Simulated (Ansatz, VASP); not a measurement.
ZrS in VASP and in Ansatz

```
Zr S
1.0
     0.00000    2.53409    2.61246
     2.53409    0.00000    2.61246
     2.53409    2.53409    0.00000
Zr S
1 1
Direct
  0.00000 0.00000 0.00000
  0.50000 0.50000 0.50000
```

Change from the starting cell: strain -0.030 along x and y, +0.000 along z, atoms carried along.

Alike in both runs: task single point; functional r2SCAN; k mesh 20 × 20 × 20; occupations gaussian, width 0.15 eV; no spin polarisation.

|  | VASP | Ansatz |
| --- | --- | --- |
| version | VASP 6.6.1 | Ansatz 0.2.0 |
| potentials or method | VASP PAW PBE potentials, release 64 (Zr_sv, S), cutoff 520 eV | scalar-relativistic, plane waves, PAW |
| valence electrons in the cell | 18 | 18 |

```csv
,VASP,Ansatz,Ansatz less VASP
gap on the k mesh at the Fermi level (eV),none,none,-
pressure (GPa),10.1,10.1,+0.01
"traceless stress, the component that is largest in VASP (GPa)",-7.18,-7.16,+0.015
```

VASP's potentials were made for PBE, not for r2SCAN. A gap of «none» marks a metal or a gap that the smearing closes. The functional is the same, so the differences come from potentials, cutoffs and numerics.
